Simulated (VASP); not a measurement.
# Na2HF (P-6m2) in VASP: vibrations by perturbation theory with PBE

Aim: the vibrations by perturbation theory of Na2HF with PBE.

Everything below comes from runs of VASP 6.6.1. Logs are shortened: lines on timing, memory, paths and dates and some standing lists are left out, and cuts for length are marked.

## (1) The cell of the first run

The structure is hexagonal, space group P-6m2 (No. 187). Conventional cell: a = 3.293 Å, b = 3.293 Å, c = 5.780 Å, α = 90.00°, β = 90.00°, γ = 120.00°. Na (site symmetry 3m) has 3 F at 2.38 Å and 3 H at 2.40 Å and 2 Na at 2.85 to 2.93 Å within 3.1 Å. H (site symmetry -6m2) has 6 Na at 2.40 Å and 6 H at 3.29 Å within 3.3 Å. Within 3.1 Å of F (site symmetry -6m2) lie 6 Na at 2.38 Å.

## (2) Vibrations by perturbation theory, PBE

INCAR reads:

```
PREC = Accurate
ENCUT = 520
EDIFF = 1E-8
ISMEAR = 0
SIGMA = 0.01
LREAL = F
LASPH = T
NELM = 100
ALGO = Normal
ISIF = 2
LWAVE = F
LCHARG = F
GGA = PE
IBRION = 8
NSW = 1
LEPSILON = T
```

KPOINTS reads:

```
regular mesh
0
Gamma
  9 9 4
```

POSCAR reads:

```
Na2HF
1.0
    3.2933920025      0.0000000000      0.0000000000
   -1.6466960012      2.8521611388      0.0000000000
    0.0000000000      0.0000000000      5.7797830339
Na H F
2 1 1
Direct
    0.6666666667      0.3333333333      0.2537807712
    0.6666666667      0.3333333333      0.7462192288
    0.0000000000      0.0000000000      0.0000000000
    0.3333333333      0.6666666667      0.5000000000
```

Potentials or basis: VASP PAW PBE potentials, release 64 (Na_pv, H, F).

Launch:

```console
$ cat potpaw_PBE.64/Na_pv/POTCAR potpaw_PBE.64/H/POTCAR potpaw_PBE.64/F/POTCAR > POTCAR
$ mpirun -np 1 vasp_std > vasp.out
```

OUTCAR:

```text
PREC = Accurate
   ENCUT = 520
   EDIFF = 1E-8
   ISMEAR = 0
   LREAL = F
   LASPH = T
   NELM = 100
   ISIF = 2
   GGA = PE
   IBRION = 8
   NSW = 1
   LEPSILON = T

 ion  position               nearest neighbor table
   1  0.667  0.333  0.254-
   2  0.667  0.333  0.746-
   3  0.000  0.000  0.000-
   4  0.333  0.667  0.500-

  LATTYP: Found a hexagonal cell.
 ALAT       =     3.2933920025
 C/A-ratio  =     1.7549635845

  Lattice vectors:

 A1 = (   3.2933920025,   0.0000000000,   0.0000000000)
 A2 = (  -1.6466960012,   2.8521611388,   0.0000000000)
 A3 = (   0.0000000000,   0.0000000000,   5.7797830339)

Analysis of symmetry for initial positions (statically):
=====================================================================
 Subroutine PRICEL returns:
 Original cell was already a primitive cell.

 Routine SETGRP: Setting up the symmetry group for a
 hexagonal supercell.

 Subroutine GETGRP returns: Found 12 space group operations
 (whereof 12 operations were pure point group operations)
 out of a pool of 24 trial point group operations.

The static configuration has the point symmetry D_3h.

Analysis of symmetry for dynamics (positions and initial velocities):
=====================================================================
 Subroutine PRICEL returns:
 Original cell was already a primitive cell.

 Routine SETGRP: Setting up the symmetry group for a
 hexagonal supercell.

 Subroutine GETGRP returns: Found 12 space group operations
 (whereof 12 operations were pure point group operations)
 out of a pool of 24 trial point group operations.

The dynamic configuration has the point symmetry D_3h.

 Subroutine INISYM returns: Found 12 space group operations
 (whereof 12 operations are pure point group operations),
 and found     1 'primitive' translations

----------------------------------------------------------------------------------------

                                     Primitive cell

  volume of cell :      54.2911

  direct lattice vectors                    reciprocal lattice vectors
     3.293392003  0.000000000  0.000000000     0.303638316  0.175305663  0.000000000
    -1.646696001  2.852161139  0.000000000     0.000000000  0.350611326  0.000000000
     0.000000000  0.000000000  5.779783034     0.000000000  0.000000000  0.173016875

  length of vectors
     3.293392003  3.293392002  5.779783034     0.350611326  0.350611326  0.173016875

  position of ions in fractional coordinates (direct lattice)
     0.666666667  0.333333333  0.253780771
     0.666666667  0.333333333  0.746219229
     0.000000000  0.000000000  0.000000000
     0.333333333  0.666666667  0.500000000

  ion indices of the primitive-cell ions
   primitive index   ion index
                 1           1
                 2           2
                 3           3
                 4           4

----------------------------------------------------------------------------------------

 KPOINTS: regular mesh

Automatic generation of k-mesh.
 Grid dimensions read from file:
 generate k-points for:    9    9    4

 Generating k-lattice:

  Cartesian coordinates                     Fractional coordinates (reciprocal lattice)
     0.033737591  0.019478407  0.000000000     0.111111111 -0.000000000  0.000000000
     0.000000000  0.038956814  0.000000000     0.000000000  0.111111111  0.000000000
     0.000000000  0.000000000  0.043254219     0.000000000  0.000000000  0.250000000

  Length of vectors
     0.038956814  0.038956814  0.043254219

[... 574 lines left out ...]

 Free energy of the ion-electron system (eV)
  ---------------------------------------------------
  ---------------------------------------------------
  free energy    TOTEN  =        -0.24750690 eV

  energy without entropy =       -0.24750690

------------------------ aborting loop because EDIFF is reached ----------------------------------------

--------------------------------------- Ionic step        2  -------------------------------------------

------------------------ aborting loop because EDIFF is reached ----------------------------------------

--------------------------------------- Ionic step        3  -------------------------------------------

------------------------ aborting loop because EDIFF is reached ----------------------------------------

 PIEZOELECTRIC TENSOR FIELD DIRECTION 3  (e Angst)
 -----------------------------------------------------------------------------
    -0.00106 -0.00000 -0.00000           ( -0.00000 -0.00000  0.00000)
    -0.00000 -0.00106 -0.00000           ( -0.00000 -0.00000  0.00000)
    -0.00000 -0.00000  0.00004           (  0.00000 -0.00000  0.00000)

 PIEZOELECTRIC TENSOR FIELD DIRECTION 3  (C/m^2)
 -----------------------------------------------------------------------------
    -0.00031 -0.00000 -0.00000
    -0.00000 -0.00031 -0.00000
    -0.00000 -0.00000  0.00001

[... ionic steps 4 to 12 ...]

--------------------------------------- Ionic step       13  -------------------------------------------

------------------------ aborting loop because EDIFF is reached ----------------------------------------

[... ionic steps 14 to 14 ...]

--------------------------------------- Ionic step       15  -------------------------------------------

 Free energy of the ion-electron system (eV)
  ---------------------------------------------------
  ---------------------------------------------------
  free energy    TOTEN  =        -0.55231189 eV

  energy without entropy =       -0.55231189

------------------------ aborting loop because EDIFF is reached ----------------------------------------

 INTERNAL STRAIN TENSOR  FOR ION    4  DIRECTION 3   (eV/Angst):
 -----------------------------------------------------------------------------
    -0.00632 -0.00000  0.00000
    -0.00000 -0.00632 -0.00000
     0.00000  0.00000 -0.00672

 MACROSCOPIC STATIC DIELECTRIC TENSOR (including local field effects in DFT)
 ------------------------------------------------------
           2.436121     0.000000     0.000000
           0.000000     2.436121     0.000000
          -0.000000     0.000000     2.284912
 ------------------------------------------------------

 PIEZOELECTRIC TENSOR (including local field effects)  for field in x, y, z        (e  Angst)
          XX          YY          ZZ          XY          YZ          ZX
  --------------------------------------------------------------------------------
  x     0.00000    -0.00000    -0.00000     0.03296     0.00000     0.00000
  y     0.03296    -0.03296     0.00000    -0.00000     0.00000     0.00000
  z     0.00000     0.00000     0.00000    -0.00000    -0.00000    -0.00000

 PIEZOELECTRIC TENSOR (including local field effects)  for field in x, y, z        (C/m^2)
          XX          YY          ZZ          XY          YZ          ZX
  --------------------------------------------------------------------------------
  x     0.00000    -0.00000    -0.00000     0.00973     0.00000     0.00000
  y     0.00973    -0.00973     0.00000    -0.00000     0.00000     0.00000
  z     0.00000     0.00000     0.00000    -0.00000    -0.00000    -0.00000

 BORN EFFECTIVE CHARGES (including local field effects) (in |e|, cummulative output)
 ---------------------------------------------------------------------------------
 ion    1
    1     0.98611     0.00000     0.00000
    2     0.00000     0.98611     0.00000
    3     0.00000     0.00000     1.00674
 ion    2
    1     0.98611     0.00000     0.00000
    2     0.00000     0.98611     0.00000
    3    -0.00000     0.00000     1.00674
 ion    3
    1    -0.93574    -0.00000     0.00000
    2    -0.00000    -0.93574     0.00000
    3     0.00000     0.00000    -0.73179
 ion    4
    1    -1.03647    -0.00000     0.00000
    2    -0.00000    -1.03647     0.00000
    3     0.00000     0.00000    -1.28169

 INTERNAL STRAIN TENSOR FOR ION    4 for displacements in x,y,z  (eV/Angst):
          X           Y           Z          XY          YZ          ZX
  --------------------------------------------------------------------------------
  x    -0.00000     0.00000     0.00000    -0.73294     0.00000     0.00000
  y    -0.73294     0.73294     0.00000     0.00000     0.00000     0.00000
  z     0.00000     0.00000     0.00000     0.00000    -0.00000    -0.00000

 SECOND DERIVATIVES (NOT SYMMETRIZED)
 ------------------------------------
               1X          1Y          1Z          2X          2Y          2Z          3X          3Y          3Z          4X          4Y          4Z
  1X    -1.035800   -0.000000    0.000000   -0.218067   -0.000000    0.000000    0.440008    0.000000   -0.000000    0.813859    0.000000    0.000000
  1Y    -0.000000   -1.035800    0.000000   -0.000000   -0.218067   -0.000000    0.000000    0.440008    0.000000    0.000000    0.813859    0.000000
  1Z    -0.000000    0.000000   -4.339952    0.000000   -0.000000    2.940101    0.000000    0.000000    0.449496    0.000000    0.000000    0.950355
  2X    -0.218067   -0.000000    0.000000   -1.035800   -0.000000    0.000000    0.440008    0.000000   -0.000000    0.813859    0.000000   -0.000000
  2Y    -0.000000   -0.218067   -0.000000   -0.000000   -1.035800   -0.000000    0.000000    0.440008    0.000000    0.000000    0.813859    0.000000
  2Z    -0.000000   -0.000000    2.940101    0.000000    0.000000   -4.339952   -0.000000    0.000000    0.449496   -0.000000    0.000000    0.950355
  3X     0.441779    0.000000    0.000000    0.441779    0.000000   -0.000000   -1.005371   -0.000000    0.000000    0.121812    0.000000    0.000000
  3Y     0.000000    0.441779    0.000000    0.000000    0.441779    0.000000   -0.000000   -1.005371    0.000000    0.000000    0.121812    0.000000
  3Z    -0.000000    0.000000    0.459793    0.000000   -0.000000    0.459793    0.000000   -0.000000   -2.355494   -0.000000    0.000000    1.435908
  4X     0.809778    0.000000    0.000000    0.809778    0.000000   -0.000000    0.116218    0.000000    0.000000   -1.735775   -0.000000    0.000000
  4Y     0.000000    0.809778    0.000000    0.000000    0.809778    0.000000    0.000000    0.116218    0.000000   -0.000000   -1.735775    0.000000
  4Z     0.000000    0.000000    0.930346   -0.000000    0.000000    0.930346    0.000000    0.000000    1.403442    0.000000    0.000000   -3.264134

 Eigenvectors and eigenvalues of the dynamical matrix
 ----------------------------------------------------

   1 f  =   24.267112 THz   152.474759 2PiTHz  809.463710 cm-1   100.360664 meV
             X         Y         Z           dx          dy          dz
      1.646696  0.950720  1.466798     0.000000    0.000000   -0.037177
      1.646696  0.950720  4.312985     0.000000    0.000000   -0.037177
      0.000000  0.000000  0.000000     0.000000    0.000000    0.988416
     -0.000000  1.901441  2.889892    -0.000000   -0.000000   -0.142374
[... 71 lines left out ...]
  12 f/i=    0.041589 THz     0.261309 2PiTHz    1.387248 cm-1     0.171997 meV
             X         Y         Z           dx          dy          dz
      1.646696  0.950720  1.466798     0.000000   -0.000000   -0.588931
      1.646696  0.950720  4.312985     0.000000   -0.000000   -0.588931
      0.000000  0.000000  0.000000     0.000000   -0.000000   -0.122062
     -0.000000  1.901441  2.889892     0.000000   -0.000000   -0.539834

--------------------------------------------------------------------------------------------------------

 MACROSCOPIC STATIC DIELECTRIC TENSOR IONIC CONTRIBUTION
 ------------------------------------------------------
           5.450931     0.000000     0.000000
           0.000000     5.450931    -0.000000
           0.000000    -0.000000     4.849903
 ------------------------------------------------------

 ELASTIC MODULI CONTR FROM IONIC RELAXATION (kBar)
 Direction    XX          YY          ZZ          XY          YZ          ZX
 --------------------------------------------------------------------------------
 XX         -15.4261      3.8303     -9.5853     -0.0000      0.0000      0.0000
 YY           3.8303    -15.4261     -9.5853     -0.0000      0.0000      0.0000
 ZZ          -9.5853     -9.5853    -15.8466     -0.0000      0.0000      0.0000
 XY          -0.0000     -0.0000     -0.0000     -9.6282     -0.0000      0.0000
 YZ           0.0000     -0.0000      0.0000     -0.0000    -10.7486     -0.0000
 ZX           0.0000      0.0000      0.0000      0.0000     -0.0000    -14.0441
 --------------------------------------------------------------------------------

 PIEZOELECTRIC TENSOR IONIC CONTR  for field in x, y, z        (C/m^2)
          XX          YY          ZZ          XY          YZ          ZX
  --------------------------------------------------------------------------------
  x     0.00000    -0.00000    -0.00000     0.06466    -0.00000    -0.00000
  y     0.06466    -0.06466    -0.00000    -0.00000    -0.00000    -0.00000
  z    -0.00000    -0.00000     0.00000     0.00000     0.00000    -0.00000
```

Wall time 5 min (1 thread of Intel Xeon 6975P-C (Granite Rapids), shared host); peak memory 0.42 GiB.

Results:

```
Electronic dielectric tensor (diagonal)                 : 2.44, 2.44, 2.28
Born charges (mean of the diagonal)                     : Na +0.99; H -0.87; F -1.12 e
Highest phonon frequency at Γ, LO-TO splitting left out : 809 cm⁻¹
```

Phonon frequencies in cm⁻¹ (negative: imaginary):
```csv
q point,frequencies
"(0.000, 0.000, 0.000)",-1 0 0 98 98 187 187 220 293 527 527 809
```

Electronic dielectric tensor:
```
2.44 0.00 0.00
0.00 2.44 0.00
0.00 0.00 2.28
```

Born effective charge tensors (e):
atom 1, Na
```
0.99 0.00 0.00
0.00 0.99 0.00
0.00 0.00 1.01
```
atom 2, Na
```
0.99 0.00 0.00
0.00 0.99 0.00
0.00 0.00 1.01
```
atom 3, H
```
-0.94  0.00  0.00
 0.00 -0.94  0.00
 0.00  0.00 -0.73
```
atom 4, F
```
-1.04  0.00  0.00
 0.00 -1.04  0.00
 0.00  0.00 -1.28
```
